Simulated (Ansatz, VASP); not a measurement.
**C in VASP and in Ansatz**

```
C
1.0
     1.23325   -2.13606    0.00000
     1.23325    2.13606    0.00000
     0.00000    0.00000   12.26641
C
6
Cartesian
  1.2332 1.4240 8.2324
  1.2332 -1.4240 8.2324
  1.2332 -1.4240 4.0340
  1.2332 1.4240 4.0340
  1.2332 0.7121 0.0000
  1.2332 -0.7121 0.0000
```

Alike in both runs: functional PBE; k mesh 8 × 8 × 4; occupations gaussian, width 0.1 eV; no spin polarisation.

Ansatz relaxed the structure, and its values are those at the end. VASP's run is a single point on that final structure, the one shown.

```csv
,VASP,Ansatz
version,VASP 6.6.1,Ansatz 0.2.0
potentials or method,"VASP PAW PBE potentials, release 64 (C), cutoff 600 eV","scalar-relativistic, plane waves, PAW"
valence electrons in the cell,24,24
```

Ansatz gave:

```
gap on the k mesh at the Fermi level (eV) : 1.68
least direct gap on the mesh (eV)         : 1.70
pressure (GPa)                            : 0.1
```

Estimate VASP's values.

gap on the k mesh at the Fermi level (eV): 1.67; least direct gap on the mesh (eV): 1.70; pressure (GPa): 0.1.

With one functional, cell and mesh, what is left measures potentials, basis and numerics.
